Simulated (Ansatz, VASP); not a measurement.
**Si3N4: VASP beside Ansatz**

```
CELL_PARAMETERS angstrom
3.82367 0.00000 0.00000
0.00000 3.82367 0.00000
0.00000 0.00000 3.82367
ATOMIC_POSITIONS crystal
Si 0.50000 0.50000 0.00000
Si 0.00000 0.50000 0.50000
Si 0.50000 0.00000 0.50000
N 0.50000 0.50000 0.50000
N 0.50000 0.00000 0.00000
N 0.00000 0.50000 0.00000
N 0.00000 0.00000 0.50000
```

Change from the starting cell: species swapped into the W3N4 type (Pm-3m, No. 221).

Alike in both runs: functional PBE; k mesh 4 × 4 × 4; occupations gaussian, width 0.1 eV; no spin polarisation.

Ansatz relaxed the structure, and its values are those at the end. VASP's run is a single point on that final structure, the one shown.

|  | VASP | Ansatz |
| --- | --- | --- |
| version | VASP 6.6.1 | Ansatz 0.2.0 |
| potentials or method | VASP PAW PBE potentials, release 64 (Si, N), cutoff 520 eV | scalar-relativistic, plane waves, PAW |
| valence electrons in the cell | 32 | 32 |

```csv
,VASP,Ansatz,Ansatz less VASP
gap on the k mesh at the Fermi level (eV),none,none,-
pressure (GPa),0.0,0.0,-0.04
```

A gap of «none» marks a metal or a gap that the smearing closes. With one functional, cell and mesh, what is left measures potentials, basis and numerics.

The k mesh is coarse, so the values compare programs but aren't converged.
